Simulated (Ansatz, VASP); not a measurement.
# Sr in VASP and in Ansatz

```
Sr
1.0
     0.02282    3.04235    3.04235
     3.04235    0.02282    3.04235
     3.06517    3.06517    0.00000
Sr
1
Direct
  0.00000 0.00000 0.00000
```

Change from the starting cell: strain +0.0150 x Voigt [0, 0, 0, 0, 0, 1], atoms carried along.

Alike in both runs: task single point; functional PBE; k mesh 14 × 14 × 14; occupations gaussian, width 0.15 eV; no spin polarisation.

|  | VASP | Ansatz |
| --- | --- | --- |
| version | VASP 6.6.1 | Ansatz 0.2.0 |
| potentials or method | VASP PAW PBE potentials, release 64 (Sr_sv), cutoff 520 eV | scalar-relativistic, plane waves, PAW |
| valence electrons in the cell | 10 | 10 |

|  | VASP | Ansatz | Ansatz less VASP |
| --- | --- | --- | --- |
| gap on the k mesh at the Fermi level (eV) | none | none | - |
| pressure (GPa) | -0.3 | -0.3 | 0.00 |
| traceless stress, the component that is largest in VASP (GPa) | -0.15 | -0.15 | 0.000 |

A gap of «none» marks a metal or a gap that the smearing closes. With one functional, cell and mesh, what is left measures potentials, basis and numerics.
